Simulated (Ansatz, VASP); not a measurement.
**BN: VASP beside Ansatz**

```
B N
1.0
     0.00000    1.65513    1.98552
     1.98552    0.00000    1.98552
     1.98552    1.65513    0.00000
B N
1 1
Cartesian
  0.0000 0.0000 0.0000
  2.9783 2.4827 2.9783
```

Alike in both runs: task single point; functional PBE; k mesh 12 × 12 × 12; occupations gaussian, width 0.05 eV; no spin polarisation.

|  | VASP | Ansatz |
| --- | --- | --- |
| version | VASP 6.6.1 | Ansatz 0.2.0 |
| potentials or method | VASP PAW PBE potentials, release 64 (B, N), cutoff 520 eV | scalar-relativistic, plane waves, PAW |
| valence electrons in the cell | 8 | 8 |

Ansatz gave:

* gap on the k mesh at the Fermi level (eV): 2.02
* least direct gap on the mesh (eV): 6.95

Problem. Estimate VASP's values.

Solution. gap on the k mesh at the Fermi level (eV): 2.01; least direct gap on the mesh (eV): 6.94.
